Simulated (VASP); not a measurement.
A run of VASP 6.6.1 is set up as follows.

File INCAR:

```
SYSTEM = ZrO
PREC = Accurate ; ENCUT = 520
EDIFF = 1E-6 ; ISMEAR = 0
SIGMA = 0.1 ; LREAL = .FALSE.
LASPH = .TRUE. ; NELM = 150
ALGO = Normal ; ISIF = 2
LWAVE = .FALSE. ; LCHARG = .FALSE.
ISPIN = 2 ; MAGMOM = 1 1 0 0
LORBIT = 11 ; LMAXMIX = 4
GGA = PE ; NBANDS = 30
```

KPOINTS

```
regular mesh
0
G
  6 6 4
  0 0 0
```

The input POSCAR:

```
ZrO
1.0
    3.6644366600      0.0000000000      0.0000000000
    0.0000000000      3.6644366600      0.0000000000
    0.0000000000      0.0000000000      5.1822960200
Zr O
2 2
Direct
    0.5000000000      0.5000000000      0.2500000000
    0.5000000000      0.5000000000      0.7500000000
    0.0000000000      0.5000000000      0.0000000000
    0.5000000000      0.0000000000      0.5000000000
```

Potentials or basis: VASP PAW PBE potentials, release 64 (Zr_sv, O).

The run is started by

```console
$ cat potpaw_PBE.64/Zr_sv/POTCAR potpaw_PBE.64/O/POTCAR > POTCAR
$ mpirun -np 1 vasp_std > vasp.out
```

(1) Predict the site moments.

(2) Predict the net moment.

## Answers

(1) Zr +0.21; O +0.05 μB.

(2) 1.03 μB per cell.

Caveat: the cell differs from its parent crystal (atoms taken out).
